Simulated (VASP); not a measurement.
# PbSe (P6_3/mmc) in VASP: further runs

The runs below take PbSe through single point, relaxation of shape and atoms at fixed volume, with PBE, r2SCAN.

Program: VASP 6.6.1. These are calculated values, not measurements. Logs are shortened: lines on timing, memory, paths and dates and some standing lists are left out, and cuts for length are marked.

### 1 The cell of the first run

Symmetry: P6_3/mmc, No. 194, hexagonal system. The conventional cell has a = 4.427 Å, b = 4.427 Å, c = 7.827 Å, α = 90.00°, β = 90.00°, γ = 120.00°. Within 4.2 Å of Pb (site symmetry -6m2) lie 6 Se at 3.22 Å. Se (site symmetry -3m) has 6 Pb at 3.22 Å and 2 Se at 3.91 Å within 4.2 Å.

### 2 Single point, PBE (33.21 Å³/atom)

INCAR reads:

```
SYSTEM = PbSe
PREC = Accurate
ENCUT = 520
EDIFF = 1E-6
ISMEAR = 0
SIGMA = 0.05
LREAL = .FALSE.
LASPH = .TRUE.
NELM = 60
ALGO = Normal
ISIF = 2
LWAVE = .FALSE.
LCHARG = .FALSE.
GGA = PE
NBANDS = 28
```

KPOINTS reads:

```
regular mesh
0
G
  8 8 6
  0 0 0
```

POSCAR reads:

```
PbSe
1.0
    4.4268920671      0.0000000000      0.0000000000
   -2.2134460335      3.8338009900      0.0000000000
    0.0000000000      0.0000000000      7.8266120760
Pb Se
2 2
Direct
    0.3333333333      0.6666666667      0.2500000000
    0.6666666667      0.3333333333      0.7500000000
    0.0000000000      0.0000000000      0.0000000000
    0.0000000000      0.0000000000      0.5000000000
```

Potentials or basis: VASP PAW PBE potentials, release 64 (Pb_d, Se).

On the command line:

```
$ cat potpaw_PBE.64/Pb_d/POTCAR potpaw_PBE.64/Se/POTCAR > POTCAR
$ mpirun -np 1 vasp_std > vasp.out
```

OUTCAR:

```text
SYSTEM = PbSe
   PREC = Accurate
   ENCUT = 520
   EDIFF = 1E-6
   ISMEAR = 0
   LREAL = .FALSE.
   LASPH = .TRUE.
   NELM = 60
   ISIF = 2
   GGA = PE

 ion  position               nearest neighbor table
   1  0.333  0.667  0.250-   3 3.22   4 3.22   3 3.22   4 3.22   3 3.22   4 3.22
   2  0.667  0.333  0.750-   3 3.22   4 3.22   3 3.22   4 3.22   3 3.22   4 3.22
   3  0.000  0.000  0.000-   1 3.22   2 3.22   2 3.22   1 3.22   2 3.22   1 3.22
   4  0.000  0.000  0.500-   1 3.22   2 3.22   2 3.22   1 3.22   2 3.22   1 3.22

  LATTYP: Found a hexagonal cell.
 ALAT       =     4.4268920671
 C/A-ratio  =     1.7679699341

  Lattice vectors:

 A1 = (   4.4268920671,   0.0000000000,   0.0000000000)
 A2 = (  -2.2134460335,   3.8338009900,   0.0000000000)
 A3 = (   0.0000000000,   0.0000000000,   7.8266120760)

Analysis of symmetry for initial positions (statically):
=====================================================================
 Subroutine PRICEL returns:
 Original cell was already a primitive cell.

 Routine SETGRP: Setting up the symmetry group for a
 hexagonal supercell.

 Subroutine GETGRP returns: Found 24 space group operations
 (whereof 12 operations were pure point group operations)
 out of a pool of 24 trial point group operations.

The static configuration has the point symmetry D_3d.
 The point group associated with its full space group is D_6h.

Analysis of symmetry for dynamics (positions and initial velocities):
=====================================================================
 Subroutine PRICEL returns:
 Original cell was already a primitive cell.

 Routine SETGRP: Setting up the symmetry group for a
 hexagonal supercell.

 Subroutine GETGRP returns: Found 24 space group operations
 (whereof 12 operations were pure point group operations)
 out of a pool of 24 trial point group operations.

The dynamic configuration has the point symmetry D_3d.
 The point group associated with its full space group is D_6h.

 Subroutine INISYM returns: Found 24 space group operations
 (whereof 12 operations are pure point group operations),
 and found     1 'primitive' translations

----------------------------------------------------------------------------------------

                                     Primitive cell

  volume of cell :     132.8319

  direct lattice vectors                    reciprocal lattice vectors
     4.426892067  0.000000000  0.000000000     0.225892112  0.130418872  0.000000000
    -2.213446033  3.833800990  0.000000000     0.000000000  0.260837744  0.000000000
     0.000000000  0.000000000  7.826612076     0.000000000  0.000000000  0.127769205

  length of vectors
     4.426892067  4.426892067  7.826612076     0.260837744  0.260837744  0.127769205

  position of ions in fractional coordinates (direct lattice)
     0.333333333  0.666666667  0.250000000
     0.666666667  0.333333333  0.750000000
     0.000000000  0.000000000  0.000000000
     0.000000000  0.000000000  0.500000000

  ion indices of the primitive-cell ions
   primitive index   ion index
                 1           1
                 2           2
                 3           3
                 4           4

----------------------------------------------------------------------------------------

 KPOINTS: regular mesh

Automatic generation of k-mesh.
 Grid dimensions read from file:
 generate k-points for:    8    8    6

 Generating k-lattice:

  Cartesian coordinates                     Fractional coordinates (reciprocal lattice)
     0.028236514  0.016302359  0.000000000     0.125000000  0.000000000  0.000000000
     0.000000000  0.032604718  0.000000000     0.000000000  0.125000000  0.000000000
     0.000000000  0.000000000  0.021294867     0.000000000  0.000000000  0.166666667

  Length of vectors
     0.032604718  0.032604718  0.021294867

  Shift w.r.t. Gamma in fractional coordinates (k-lattice)
     0.000000000  0.000000000  0.000000000

 Subroutine IBZKPT returns following result:
 ===========================================

 Found     40 irreducible k-points:

 Following reciprocal coordinates:
            Coordinates               Weight
  0.000000  0.000000  0.000000      1.000000
  0.125000  0.000000  0.000000      6.000000
  0.250000  0.000000  0.000000      6.000000
  0.375000  0.000000  0.000000      6.000000
  0.500000  0.000000  0.000000      3.000000
  0.125000  0.125000  0.000000      6.000000
[... 16 lines left out ...]
  0.250000  0.000000  0.333333     12.000000
  0.375000  0.000000  0.333333     12.000000
 [... further k-points ...]
   k-points           NKPTS =     40   k-points in BZ     NKDIM =     40   number of bands    NBANDS=     28
   number of dos      NEDOS =    301   number of ions     NIONS =      4
   total plane-waves  NPLWV =  77760
   dimension x,y,z NGX =    36 NGY =   36 NGZ =   60
   dimension x,y,z NGXF=    72 NGYF=   72 NGZF=  120
   ions per type =               2   2
   NGX,Y,Z   is equivalent  to a cutoff of  13.52, 13.52, 12.74 a.u.
   NGXF,Y,Z  is equivalent  to a cutoff of  27.04, 27.04, 25.49 a.u.
 SYSTEM =  PbSe
   PREC   = accura    normal or accurate (medium, high low for compatibility)
   ISTART =      0    job   : 0-new  1-cont  2-samecut
   ICHARG =      2    charge: 1-file 2-atom 10-const
   ISPIN  =      1    spin polarized calculation?
   LNONCOLLINEAR =      F non collinear calculations
   LSORBIT =      F    spin-orbit coupling
   LASPH  =      T    aspherical Exc in radial PAW
   ENCUT  =  520.0 eV  38.22 Ry    6.18 a.u.   8.23  8.23 14.55*2*pi/ulx,y,z
   NELM   =     60;   NELMIN=  2; NELMDL= -5     # of ELM steps
   EDIFF  = 0.1E-05   stopping-criterion for ELM
   LREAL  =      F    real-space projection
   EDIFFG = 0.1E-04   stopping-criterion for IOM
   NSW    =      0    number of steps for IOM
   IBRION =     -1    ionic relax: 0-MD 1-quasi-New 2-CG
   NFREE  =      0    steps in history (QN), initial steepest desc. (CG)
   ISIF   =      2    stress and relaxation
   ISYM   =      2    0-nonsym 1-usesym 2-fastsym
   POTIM  = 0.5000    time-step for ionic-motion
   TEBEG  =    0.0;   TEEND  =   0.0 temperature during run
   PSTRESS=    0.0 pullay stress
   NELECT =      40.0000    total number of electrons
   NUPDOWN=      -1.0000    fix difference up-down
   EMIN   =  10.00;   EMAX   =-10.00  energy-range for DOS
   EFERMI =   0.00;   METHOD = LEGACY
   ISMEAR =     0;   SIGMA  =   0.05  broadening in eV -4-tet -1-fermi 0-gaus
   EFERMI_NEDOS =   21; number of points for ismear=-14 and -15
   IALGO  =     38    algorithm
   IMIX   =      4    mixing-type and parameters
     AMIX     =   0.40;   BMIX     =  1.00
     AMIX_MAG =   1.60;   BMIX_MAG =  1.00
  volume/ion in A,a.u.               =      33.21       224.10
  Fermi-wavevector in a.u.,A,eV,Ry     =   1.097305  2.073606 16.382482  1.204078
  Thomas-Fermi vector in A             =   2.233663
   LORBIT       =      0    0 simple, 1 ext, 2 COOP (PROOUT), +10 PAW based schemes
   GGA     = PE    functional components
   LHFCALC =     F    Hartree Fock is set to
   AEXX    =    0.0000 exact exchange contribution
   IVDW    =     0    specifies the selected vdW correction
   LEPSILON=     F    determine dielectric tensor
   LRPA    =     F    only Hartree local field effects (RPA)
 non-spin polarized calculation
 Gauss-broadening in eV      SIGMA  =   0.05
  energy-cutoff  :      520.00
  volume of cell :      132.83
 maximum number of plane-waves:      3630
 NGX is ok and might be reduce to    36
   NGX = 17   NGY = 17   NGZ = 29

 number of electron      39.9999989 magnetization

 Free energy of the ion-electron system (eV)
  ---------------------------------------------------
  ext. energy  EPLUGINS =         0.00000000
  ---------------------------------------------------
  free energy    TOTEN  =       -15.91969936 eV

  energy without entropy =      -15.91969936  energy(sigma->0) =      -15.91969936

 E-fermi :   3.4330     XC(G=0):  -8.8573

 val. band max:        3.2058084475   @ k =   0.3750   0.2500   0.0000
 cond. band min:       3.7407161038   @ k =   0.5000   0.0000   0.0000
 fundamental gap:      0.5349076562
 Fermi energy:         3.4329946673

 k-point     1 :       0.0000    0.0000    0.0000
  band No.  band energies     occupation
      1     -13.3080      2.00000
      2     -13.3080      2.00000
      3     -13.3045      2.00000
      4     -13.3045      2.00000
      5     -13.2745      2.00000
      6     -13.2694      2.00000
[... 20 lines left out ...]
     27       8.9413      0.00000
     28      10.3690      0.00000

 k-point     2 :       0.1250    0.0000    0.0000
  band No.  band energies     occupation
      1     -13.3098      2.00000
      2     -13.3051      2.00000
      3     -13.3039      2.00000
      4     -13.3008      2.00000
      5     -13.2723      2.00000
      6     -13.2711      2.00000
[... 20 lines left out ...]
     27       9.1804      0.00000
     28       9.9797      0.00000

 k-point     3 :       0.2500    0.0000    0.0000
  band No.  band energies     occupation
      1     -13.3149      2.00000
      2     -13.3067      2.00000
      3     -13.2942      2.00000
      4     -13.2917      2.00000
      5     -13.2853      2.00000
      6     -13.2726      2.00000
[... 20 lines left out ...]
     27       9.4999      0.00000
     28      10.5364      0.00000

 k-point     4 :       0.3750    0.0000    0.0000
  band No.  band energies     occupation
      1     -13.3204      2.00000
      2     -13.3087      2.00000
      3     -13.3002      2.00000
      4     -13.2845      2.00000
      5     -13.2826      2.00000
      6     -13.2758      2.00000
[... 20 lines left out ...]
     27       9.1425      0.00000
     28      10.6417      0.00000

 k-point     5 :       0.5000    0.0000    0.0000
  band No.  band energies     occupation
      1     -13.3227      2.00000
      2     -13.3096      2.00000
      3     -13.3062      2.00000
      4     -13.2804      2.00000
      5     -13.2787      2.00000
      6     -13.2770      2.00000
[... 20 lines left out ...]
     27       8.9863      0.00000
     28      10.3007      0.00000

 k-point     6 :       0.1250    0.1250    0.0000
  band No.  band energies     occupation
      1     -13.3121      2.00000
      2     -13.3055      2.00000
      3     -13.2981      2.00000
      4     -13.2955      2.00000
      5     -13.2805      2.00000
      6     -13.2733      2.00000
[... 463 lines left out ...]
      5     -13.2732      2.00000
      6     -13.2707      2.00000
[... 20 lines left out ...]
     27      10.1783      0.00000
     28      10.6450      0.00000

 k-point    22 :       0.1250    0.0000    0.3333
  band No.  band energies     occupation
      1     -13.3091      2.00000
      2     -13.3067      2.00000
      3     -13.3035      2.00000
      4     -13.3019      2.00000
      5     -13.2731      2.00000
      6     -13.2704      2.00000
[... 20 lines left out ...]
     27      10.0783      0.00000
     28      10.4937      0.00000

 k-point    23 :       0.2500    0.0000    0.3333
  band No.  band energies     occupation
      1     -13.3136      2.00000
      2     -13.3098      2.00000
      3     -13.2938      2.00000
      4     -13.2926      2.00000
      5     -13.2820      2.00000
      6     -13.2750      2.00000
[... 20 lines left out ...]
     27       9.9971      0.00000
     28      10.3661      0.00000

 k-point    24 :       0.3750    0.0000    0.3333
  band No.  band energies     occupation
      1     -13.3185      2.00000
      2     -13.3136      2.00000
      3     -13.2929      2.00000
      4     -13.2842      2.00000
      5     -13.2831      2.00000
      6     -13.2809      2.00000
[... 20 lines left out ...]
     27       9.6844      0.00000
     28      10.6368      0.00000

 [... further k-points ...]

------------------------ aborting loop because EDIFF is reached ----------------------------------------

  FORCE on cell =-STRESS in cart. coord.  units (eV):
  Direction    XX          YY          ZZ          XY          YZ          ZX
  --------------------------------------------------------------------------------------
  -------------------------------------------------------------------------------------
  Total       -2.8180974     -2.8180974     -2.9304313     -0.0000000     -0.0000000     -0.0000000
  in kB      -33.9910260    -33.9910260    -35.3459637     -0.0000000     -0.0000000     -0.0000000
  external PRESSURE =     -34.4426719 kB  Pullay stress =       0.0000000 kB

 VOLUME and BASIS-vectors are now :
 -----------------------------------------------------------------------------
  energy-cutoff  :      520.00
  volume of cell :      132.83
      direct lattice vectors                 reciprocal lattice vectors
     4.426892067  0.000000000  0.000000000     0.225892112  0.130418872  0.000000000
    -2.213446033  3.833800990  0.000000000     0.000000000  0.260837744  0.000000000
     0.000000000  0.000000000  7.826612076     0.000000000  0.000000000  0.127769205

 POSITION                                       TOTAL-FORCE (eV/Angst)
 -----------------------------------------------------------------------------------
     -0.00000      2.55587      1.95665         0.000000      0.000000      0.000000
      2.21345      1.27793      5.86996        -0.000000      0.000000      0.000000
      0.00000      0.00000      0.00000         0.000000      0.000000      0.000000
      0.00000      0.00000      3.91331         0.000000      0.000000      0.000000
 -----------------------------------------------------------------------------------
    total drift:                               -0.000000      0.000000      0.000000

  FREE ENERGIE OF THE ION-ELECTRON SYSTEM (eV)
  ---------------------------------------------------
  free  energy   TOTEN  =       -15.9196993566 eV

  energy  without entropy=      -15.9196993566  energy(sigma->0) =      -15.91969936
```

It took 1.9 min on 1 thread of Intel Xeon Platinum 8488C (Sapphire Rapids), shared host; peak memory 0.32 GiB.

Results:

```
Free energy            : -15.9197 eV
Pressure               : -3.4 GPa
Band gap on the k mesh : 0.53 eV (least direct gap 0.54 eV)
```

Levels at points of the mesh, in eV from the valence-band top:
| k point | band 17 | band 18 | band 19 | band 20 | band 21 | band 22 | band 23 | band 24 |
| --- | --- | --- | --- | --- | --- | --- | --- | --- |
| (0.00, 0.00, 0.00) | -0.99 | -0.32 | -0.32 | -0.03 | 1.29 | 2.49 | 2.49 | 4.40 |
| (0.50, 0.00, 0.00) | -1.94 | -0.65 | -0.06 | -0.01 | 0.53 | 1.92 | 2.16 | 4.21 |
| (0.00, 0.00, 0.50) | -0.71 | -0.71 | -0.71 | -0.71 | 2.99 | 2.99 | 3.35 | 3.35 |
| (0.50, 0.00, 0.50) | -1.48 | -1.48 | -1.44 | -1.44 | 2.51 | 2.51 | 3.66 | 3.66 |

Caveat: the cell stands under tension; spin-orbit coupling is left out, which moves the levels of the heavy elements.

### 3 Single point, r2SCAN

This run uses another cell than the first one, of 30.19 Å³/atom.

POSCAR reads:

```
PbSe
1.0
    4.2709919997      0.0000000000      0.0000000000
   -2.1354959999      3.6987875711      0.0000000000
    0.0000000000      0.0000000000      7.6440140151
Pb Se
2 2
Direct
    0.3333333333      0.6666666667      0.2500000000
    0.6666666667      0.3333333333      0.7500000000
    0.0000000000      0.0000000000      0.0000000000
    0.0000000000      0.0000000000      0.5000000000
```

INCAR.step1 reads:

```
ALGO = Normal ; EDIFF = 1E-4
ENCUT = 520 ; GGA = PE
ISMEAR = 0 ; LASPH = T
LCHARG = F ; LREAL = F
LWAVE = T ; NBANDS = 28
NELM = 100 ; PREC = Accurate
SIGMA = 0.05
```

INCAR.step2 reads:

```
ALGO = Normal ; EDIFF = 1E-6
ENCUT = 520 ; ISIF = 2
ISMEAR = 0 ; ISTART = 1
LASPH = T ; LCHARG = F
LMIXTAU = T ; LREAL = F
LWAVE = F ; METAGGA = R2SCAN
NBANDS = 28 ; NELM = 100
PREC = Accurate ; SIGMA = 0.05
```

KPOINTS reads:

```
k-points
0
Gamma
  8 8 6
```

Potentials or basis: VASP PAW PBE potentials, release 64 (Pb_d, Se).

On the command line:

```
$ cat potpaw_PBE.64/Pb_d/POTCAR potpaw_PBE.64/Se/POTCAR > POTCAR
$ cp INCAR.step1 INCAR
$ mpirun -np 1 vasp_std > vasp.out
$ cp INCAR.step2 INCAR
$ mpirun -np 1 vasp_std > vasp.out
```

Wall time 5.1 min (1 thread of Intel Xeon Platinum 8488C (Sapphire Rapids), shared host); peak memory 0.32 GiB.

The run converged. Its results:

```yaml
Free_energy: -143.4865 eV
Pressure: -0.9 GPa
Band_gap_on_the_k_mesh: 0.43 eV (least direct gap 0.49 eV)
```

Stress tensor (GPa, compression positive):
```
-1.02  0.00  0.00
 0.00 -1.02  0.00
 0.00  0.00 -0.77
```

Levels at points of the mesh, in eV from the valence-band top:
| k point | band 18 | band 19 | band 20 | band 21 | band 22 | band 23 |
| --- | --- | --- | --- | --- | --- | --- |
| (0.00, 0.00, 0.00) | -0.75 | -0.75 | 0.00 | 1.60 | 2.64 | 2.64 |
| (0.50, 0.00, 0.00) | -1.11 | -0.52 | -0.07 | 0.43 | 1.99 | 2.20 |
| (0.00, 0.00, 0.50) | -1.16 | -1.07 | -1.07 | 3.47 | 3.47 | 3.62 |
| (0.50, 0.00, 0.50) | -2.00 | -1.97 | -1.97 | 2.51 | 2.51 | 3.95 |

Caveat: the PAW data sets were made with another functional, which shifts forces and pressure a little; spin-orbit coupling is left out, which moves the levels of the heavy elements. A k mesh can miss the band edges.

(Part 1 of 2 ends here.)
